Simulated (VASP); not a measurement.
# SrCl2 in VASP: notebook, part 2 of 3

VASP 6.6.1.

## (3) Electric field gradients, LDA (equal xx and yy strain of +2 %)

INCAR reads:

```
SYSTEM = SrCl2
PREC = Accurate
ENCUT = 520
EDIFF = 1E-8
ISMEAR = -1
SIGMA = 0.01
LREAL = .FALSE.
LASPH = .TRUE.
NELM = 60
ALGO = Normal
ISIF = 2
LWAVE = .FALSE.
LCHARG = .FALSE.
GGA = CA
LEFG = .TRUE.
NBANDS = 19
```

KPOINTS reads:

```
Automatic mesh
0
G
  8 8 8
  0 0 0
```

POSCAR reads:

```
SrCl2
1.0
    0.0000000000      3.5552100000      3.4855000000
    3.5552100000      0.0000000000      3.4855000000
    3.5552100000      3.5552100000      0.0000000000
Sr Cl
1 2
Direct
    0.0000000000      0.0000000000      0.0000000000
    0.2500000000      0.2500000000      0.2500000000
    0.7500000000      0.7500000000      0.7500000000
```

Potentials or basis: VASP PAW LDA potentials, release 64 (Sr_sv, Cl).

Command:

```sh
$ cat potpaw_LDA.64/Sr_sv/POTCAR potpaw_LDA.64/Cl/POTCAR > POTCAR
$ mpirun -np 1 vasp_std > vasp.out
```

OUTCAR:

```text
SYSTEM = SrCl2
   PREC = Accurate
   ENCUT = 520
   EDIFF = 1E-8
   ISMEAR = -1
   LREAL = .FALSE.
   LASPH = .TRUE.
   NELM = 60
   ISIF = 2
   GGA = CA

 ion  position               nearest neighbor table
   1  0.000  0.000  0.000-   3 3.06   3 3.06   3 3.06   2 3.06   2 3.06   2 3.06   3 3.06   2 3.06

   2  0.250  0.250  0.250-   1 3.06   1 3.06   1 3.06   1 3.06
   3  0.750  0.750  0.750-   1 3.06   1 3.06   1 3.06   1 3.06

  LATTYP: Found a body centered tetragonal cell.
 ALAT       =     5.0278261991
 C/A-ratio  =     1.3864838847

  Lattice vectors:

 A1 = (   0.0000000000,  -3.5552100000,  -3.4855000000)
 A2 = (   0.0000000000,   3.5552100000,  -3.4855000000)
 A3 = (   3.5552100000,   0.0000000000,   3.4855000000)

Analysis of symmetry for initial positions (statically):
=====================================================================
 Subroutine PRICEL returns:
 Original cell was already a primitive cell.

 Routine SETGRP: Setting up the symmetry group for a
 body centered tetragonal supercell.

 Subroutine GETGRP returns: Found 16 space group operations
 (whereof 16 operations were pure point group operations)
 out of a pool of 16 trial point group operations.

The static configuration has the point symmetry D_4h.

Analysis of symmetry for dynamics (positions and initial velocities):
=====================================================================
 Subroutine PRICEL returns:
 Original cell was already a primitive cell.

 Routine SETGRP: Setting up the symmetry group for a
 body centered tetragonal supercell.

 Subroutine GETGRP returns: Found 16 space group operations
 (whereof 16 operations were pure point group operations)
 out of a pool of 16 trial point group operations.

The dynamic configuration has the point symmetry D_4h.

 Subroutine INISYM returns: Found 16 space group operations
 (whereof 16 operations are pure point group operations),
 and found     1 'primitive' translations

----------------------------------------------------------------------------------------

                                     Primitive cell

  volume of cell :      88.1101

  direct lattice vectors                    reciprocal lattice vectors
     0.000000000  3.555210000  3.485500000    -0.140638668  0.140638668  0.143451442
     3.555210000  0.000000000  3.485500000     0.140638668 -0.140638668  0.143451442
     3.555210000  3.555210000  0.000000000     0.140638668  0.140638668 -0.143451442

  length of vectors
     4.978777801  4.978777801  5.027826199     0.245228029  0.245228029  0.245228029

  position of ions in fractional coordinates (direct lattice)
     0.000000000  0.000000000  0.000000000
     0.250000000  0.250000000  0.250000000
     0.750000000  0.750000000  0.750000000

  ion indices of the primitive-cell ions
   primitive index   ion index
                 1           1
                 2           2
                 3           3

----------------------------------------------------------------------------------------

 KPOINTS: Automatic mesh

[... 79 lines left out ...]
   NUPDOWN=      -1.0000    fix difference up-down
   EMIN   =  10.00;   EMAX   =-10.00  energy-range for DOS
   EFERMI =   0.00;   METHOD = LEGACY
   ISMEAR =    -1;   SIGMA  =   0.01  broadening in eV -4-tet -1-fermi 0-gaus
   EFERMI_NEDOS =   21; number of points for ismear=-14 and -15
   IALGO  =     38    algorithm
   IMIX   =      4    mixing-type and parameters
     AMIX     =   0.40;   BMIX     =  1.00
     AMIX_MAG =   1.60;   BMIX_MAG =  1.00
  volume/ion in A,a.u.               =      29.37       198.20
  Fermi-wavevector in a.u.,A,eV,Ry     =   1.061215  2.005406 15.322572  1.126177
  Thomas-Fermi vector in A             =   2.196623
   LORBIT       =      0    0 simple, 1 ext, 2 COOP (PROOUT), +10 PAW based schemes
   GGA     = CA    functional components
   LHFCALC =     F    Hartree Fock is set to
   AEXX    =    0.0000 exact exchange contribution
   IVDW    =     0    specifies the selected vdW correction
   LEPSILON=     F    determine dielectric tensor
   LRPA    =     F    only Hartree local field effects (RPA)
 non-spin polarized calculation
  energy-cutoff  :      520.00
  volume of cell :       88.11
 maximum number of plane-waves:      2392
 NGX is ok and might be reduce to    40
   NGX = 19   NGY = 19   NGZ = 19

 number of electron      23.9999997 magnetization

 Free energy of the ion-electron system (eV)
  ---------------------------------------------------
  ext. energy  EPLUGINS =         0.00000000
  ---------------------------------------------------
  free energy    TOTEN  =       -13.95750219 eV

  energy without entropy =      -13.95750219  energy(sigma->0) =      -13.95750219

 E-fermi :   0.1082     XC(G=0):  -8.6432

 val. band max:       -0.2005541176   @ k =   0.5000   0.5000   0.0000
 cond. band min:       4.4606238896   @ k =   0.0000   0.0000   0.0000
 fundamental gap:      4.6611780071
 Fermi energy:         0.1082131853

 k-point     1 :       0.0000    0.0000    0.0000
  band No.  band energies     occupation
      1     -33.0954      2.00000
      2     -15.1825      2.00000
      3     -15.1777      2.00000
      4     -15.1777      2.00000
      5     -13.4026      2.00000
      6     -12.5930      2.00000
[... 505 lines left out ...]
      6     -12.7334      2.00000
[... 11 lines left out ...]
     18       7.8438      0.00000
     19       8.6975      0.00000

 [... further k-points ...]

------------------------ aborting loop because EDIFF is reached ----------------------------------------

  FORCE on cell =-STRESS in cart. coord.  units (eV):
  Direction    XX          YY          ZZ          XY          YZ          ZX
  --------------------------------------------------------------------------------------
  -------------------------------------------------------------------------------------
  Total       -2.2497957     -2.2497957     -1.7357427      0.0000000      0.0000000      0.0000000
  in kB      -40.9098669    -40.9098669    -31.5624226      0.0000000      0.0000000      0.0000000
  external PRESSURE =     -37.7940521 kB  Pullay stress =       0.0000000 kB

 VOLUME and BASIS-vectors are now :
 -----------------------------------------------------------------------------
  energy-cutoff  :      520.00
  volume of cell :       88.11
      direct lattice vectors                 reciprocal lattice vectors
     0.000000000  3.555210000  3.485500000    -0.140638668  0.140638668  0.143451442
     3.555210000  0.000000000  3.485500000     0.140638668 -0.140638668  0.143451442
     3.555210000  3.555210000  0.000000000     0.140638668  0.140638668 -0.143451442

 POSITION                                       TOTAL-FORCE (eV/Angst)
 -----------------------------------------------------------------------------------
      0.00000      0.00000      0.00000        -0.000000      0.000000      0.000000
      1.77761      1.77761      1.74275         0.000000      0.000000     -0.000000
      5.33282      5.33282      5.22825        -0.000000     -0.000000      0.000000
 -----------------------------------------------------------------------------------
    total drift:                               -0.000000     -0.000000      0.000000

  FREE ENERGIE OF THE ION-ELECTRON SYSTEM (eV)
  ---------------------------------------------------
  free  energy   TOTEN  =       -13.9575021924 eV

  energy  without entropy=      -13.9575021924  energy(sigma->0) =      -13.95750219

 Electric field gradients (V/A^2)
---------------------------------------------------------------------
 ion       V_xx      V_yy      V_zz      V_xy      V_xz      V_yz
---------------------------------------------------------------------
   1      -1.730    -1.730     3.460    -0.000    -0.000    -0.000
   2       3.008     3.008    -6.016     0.000    -0.000    -0.000
   3       3.008     3.008    -6.016     0.000    -0.000    -0.000
---------------------------------------------------------------------

 Electric field gradients after diagonalization (V/A^2)
 (convention: |V_zz| > |V_xx| > |V_yy|)
----------------------------------------------------------------------
 ion       V_xx      V_yy      V_zz     asymmetry (V_yy - V_xx)/ V_zz
----------------------------------------------------------------------
   1      -1.730    -1.730     3.460       0.000
   2       3.008     3.008    -6.016       0.000
   3       3.008     3.008    -6.016       0.000
----------------------------------------------------------------------

           NMR quadrupolar parameters

 Cq : quadrupolar parameter    Cq=e*Q*V_zz/h
 eta: asymmetry parameters     (V_yy - V_xx)/ V_zz
 Q  : nuclear electric quadrupole moment in mb (millibarn)
----------------------------------------------------------------------
 ion       Cq(MHz)       eta       Q (mb)
----------------------------------------------------------------------
   1       0.008       0.000       1.000
   2      -0.015       0.000       1.000
   3      -0.015       0.000       1.000
----------------------------------------------------------------------
```

OSZICAR:

```text
N       E                     dE             d eps       ncg     rms          rms(c)
DAV:   1     0.139909144983E+03    0.13991E+03   -0.11316E+04  2242   0.113E+03
DAV:   2    -0.494642182415E+01   -0.14486E+03   -0.14052E+03  2932   0.219E+02
DAV:   3    -0.139672658575E+02   -0.90208E+01   -0.89921E+01  2880   0.552E+01
DAV:   4    -0.142937984654E+02   -0.32653E+00   -0.32593E+00  3719   0.902E+00
DAV:   5    -0.142968142995E+02   -0.30158E-02   -0.30157E-02  2977   0.858E-01    0.126E+01
DAV:   6    -0.139904364129E+02    0.30638E+00   -0.58336E-01  2595   0.411E+00    0.827E+00
DAV:   7    -0.139603833046E+02    0.30053E-01   -0.27228E-01  2972   0.313E+00    0.185E+00
DAV:   8    -0.139568801260E+02    0.35032E-02   -0.47597E-02  2561   0.113E+00    0.303E-01
DAV:   9    -0.139572412707E+02   -0.36114E-03   -0.14584E-03  2738   0.224E-01    0.108E-01
DAV:  10    -0.139574652228E+02   -0.22395E-03   -0.15728E-04  2617   0.734E-02    0.211E-02
DAV:  11    -0.139574984094E+02   -0.33187E-04   -0.19474E-05  2794   0.267E-02    0.230E-02
DAV:  12    -0.139575014366E+02   -0.30271E-05   -0.45349E-06  2851   0.101E-02    0.425E-03
DAV:  13    -0.139575021796E+02   -0.74302E-06   -0.62415E-07  2710   0.395E-03    0.208E-03
DAV:  14    -0.139575021924E+02   -0.12806E-07   -0.65067E-08  3013   0.144E-03    0.118E-03
DAV:  15    -0.139575021924E+02    0.34106E-11   -0.25357E-09  2048   0.344E-04
   1 F= -.13957502E+02 E0= -.13957502E+02  d E =-.509107E-16
```

stdout:

```text
POSCAR found type information on POSCAR SrCl
 POSCAR found :  2 types and       3 ions
 scaLAPACK will be used
 LDA part: xc-table for (Slater(with rela. corr.)+CA(PZ))
 , standard interpolation
 POSCAR, INCAR and KPOINTS ok, starting setup
 FFT: planning ... GRIDC
 FFT: planning ... GRID_SOFT
 FFT: planning ... GRID
 WAVECAR not read
 entering main loop
ion   1

ion   2

ion   3
```

Run time: 40 s. Hardware: 1 thread of Intel Xeon 6975P-C (Granite Rapids), shared host; peak memory 0.24 GiB.

What came out:

```yaml
Free_energy: -13.9575 eV
Pressure: -3.8 GPa
Band_gap_on_the_k_mesh: 4.66 eV, indirect (least direct gap 4.97 eV)
```

Levels at points of the mesh, in eV from the valence-band top:
```
           k point  band 10  band 11  band 12  band 13  band 14  band 15
(0.00, 0.00, 0.00)    -0.46    -0.46    -0.31     4.66     5.69     5.82
(0.50, 0.00, 0.00)    -1.39    -1.12    -1.10     6.31     6.34     7.08
(0.50, 0.50, 0.00)    -0.50    -0.50     0.00     5.08     6.72     7.18
(0.50, 0.00, 0.50)    -0.54    -0.37    -0.12     5.09     6.58     7.19
```

Electric field gradients, principal values (V/Å²):
| atom | least | middle | greatest (by size) |
| --- | --- | --- | --- |
| 1 Sr | -1.730 | -1.730 | 3.460 |
| 2 Cl | 3.008 | 3.008 | -6.016 |
| 3 Cl | 3.008 | 3.008 | -6.016 |

Caveat: the cell differs from its parent crystal (equal xx and yy strain of +2 %); without QUAD_EFG the Cq values of the log hold for a quadrupole moment of 1 mb, not for the nuclei.

(Continued in part 3 of 3.)
